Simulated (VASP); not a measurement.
Here is a VASP 6.6.1 calculation.

Contents of POSCAR:

```
BaTiO3
1.0
    4.0014242642      0.0000000000      0.0000000000
    0.0000000000      4.0014242642      0.0000000000
    0.0000000000      0.0000000000      4.0704448461
Ba Ti O
1 1 3
Direct
    0.5000000000      0.5000000000      0.5807303543
    0.0000000000      0.0000000000      0.0939139954
    0.0000000000      0.5000000000      0.0656773462
    0.5000000000      0.0000000000      0.0656773462
    0.0000000000      0.0000000000      0.5539979478
```

INCAR.step1

```
  PREC = Accurate
  ENCUT = 520
  ISMEAR = 0
  SIGMA = 0.02
  LREAL = F
  LASPH = T
  NELM = 150
  LMAXMIX = 4
  LDAU = T
  LDAUTYPE = 2
  LDAUL = -1 2 -1
  LDAUU = 0 4 0
  LDAUJ = 0 0 0
  NBANDS = 28
  GGA = PE
  ALGO = Normal
  EDIFF = 1E-4
  LWAVE = T
  LCHARG = F
```

The input INCAR.step2:

```
  PREC = Accurate
  ENCUT = 520
  EDIFF = 1E-7
  ISMEAR = 0
  SIGMA = 0.02
  LREAL = F
  LASPH = T
  NELM = 150
  ALGO = Normal
  ISIF = 2
  LWAVE = F
  LCHARG = F
  LMAXMIX = 4
  LDAU = T
  LDAUTYPE = 2
  LDAUL = -1 2 -1
  LDAUU = 0 4 0
  LDAUJ = 0 0 0
  LDAUPRINT = 1
  METAGGA = R2SCAN
  LMIXTAU = T
  NBANDS = 28
  ISTART = 1
```

File KPOINTS:

```
regular mesh
0
Gamma
  6 6 6
```

Potentials or basis: VASP PAW PBE potentials, release 64 (Ba_sv, Ti_sv, O).

Command:

```sh
$ cat potpaw_PBE.64/Ba_sv/POTCAR potpaw_PBE.64/Ti_sv/POTCAR potpaw_PBE.64/O/POTCAR > POTCAR
$ cp INCAR.step1 INCAR
$ mpirun -np 1 vasp_std > vasp.out
$ cp INCAR.step2 INCAR
$ mpirun -np 1 vasp_std > vasp.out
```

(1) Predict the largest force.

(2) Estimate the pressure.

(3) What does it give for the band gap on the k mesh?

Answers

(1) 0.559 eV/Å.

(2) 2.8 GPa.

(3) 2.69 eV, indirect (least direct gap 3.09 eV).

Caveat: the PAW data sets were made with another functional, which shifts forces and pressure a little; spin-orbit coupling is left out, which moves the levels of the heavy elements.
